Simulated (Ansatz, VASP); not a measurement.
## MoS2 in VASP and in Ansatz

```
Mo S
1.0
     3.26948    0.00000    0.00000
    -1.63474    2.83146    0.00000
     0.00000    0.00000   12.16346
Mo S
2 4
Direct
  0.33333 0.66667 0.25000
  0.66667 0.33333 0.75000
  0.33333 0.66667 0.62599
  0.66667 0.33333 0.12599
  0.33333 0.66667 0.87401
  0.66667 0.33333 0.37401
```

Alike in both runs: task single point; functional PBEsol; k mesh 12 × 12 × 4; no spin polarisation.

|  | VASP | Ansatz |
| --- | --- | --- |
| version | VASP 6.6.1 | Ansatz 0.2.0 |
| potentials or method | VASP PAW PBE potentials, release 64 (Mo_sv, S), cutoff 520 eV | scalar-relativistic, plane waves, PAW |
| occupations | methfessel-paxton of order 1, width 0.2 eV | cold, width 0.2 eV |
| valence electrons in the cell | 52 | 52 |

```tsv
	VASP	Ansatz	Ansatz less VASP
pressure (GPa)	-5.7	-5.7	+0.02
traceless stress, the component that is largest in VASP (GPa)	7.45	7.44	-0.009
rms of the force components (eV/Å)	0.075	0.073	-0.0012
```

VASP's potentials were made for PBE, not for PBEsol. Atom by atom the forces differ by 0.001 eV/Å (rms over components).
